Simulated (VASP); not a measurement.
Wanted: the native input for a VASP 6.6.1 run.

| Item | Value |
| --- | --- |
| Task | single point |
| Functional | LDA |
| Potentials or basis | VASP PAW LDA potentials, release 64 (Zr_sv, S) |
| Cutoff | 500 eV |
| k mesh | 3 × 3 × 2 |
| Occupations | gaussian, width 0.01 eV |
| Spin | no spin polarisation |
| Dipole correction | no |
| Further INCAR settings | ALGO = Normal; EDIFF = 1e-06; NBANDS = 19 |

The structure of ZrS2 lies in POSCAR:

```
ZrS2
1.0
    3.6913830000      0.0000000000      0.0000000000
   -1.8456915000      3.1968314531      0.0000000000
    0.0000000000      0.0000000000      6.0410770000
Zr S
1 2
Direct
    0.0000000000      0.0000000000      0.0000000000
    0.6666666667      0.3333333333      0.7620900000
    0.3333333333      0.6666666667      0.2379100000
```

The input as run:

INCAR

```
SYSTEM = ZrS2
PREC = Accurate
ENCUT = 500
EDIFF = 1E-6
ISMEAR = 0
SIGMA = 0.01
LREAL = .False.
LASPH = .True.
NELM = 120
ALGO = Normal
ISIF = 2
LWAVE = .False.
LCHARG = .False.
GGA = CA
NBANDS = 19
GGA_COMPAT = .False.
```

KPOINTS

```
Automatic mesh
0
Gamma
  3 3 2
  0 0 0
```

Potentials or basis: VASP PAW LDA potentials, release 64 (Zr_sv, S).

Launch:

```console
$ cat potpaw_LDA.64/Zr_sv/POTCAR potpaw_LDA.64/S/POTCAR > POTCAR
$ mpirun -np 1 vasp_std > vasp.out
```

Results of the run:

- Pressure: -3.9 GPa
- Largest force: 0.403 eV/Å
- Band gap on the k mesh: 1.10 eV (least direct gap 1.46 eV)

Caveat: the k points lie up to 0.66 Å⁻¹ apart.

It took 10 s on 1 thread of Intel(R) Xeon(R) Platinum 8175M CPU @ 2.50GHz (Skylake/Cascade Lake) (shared host), peak memory 0.15 GiB.
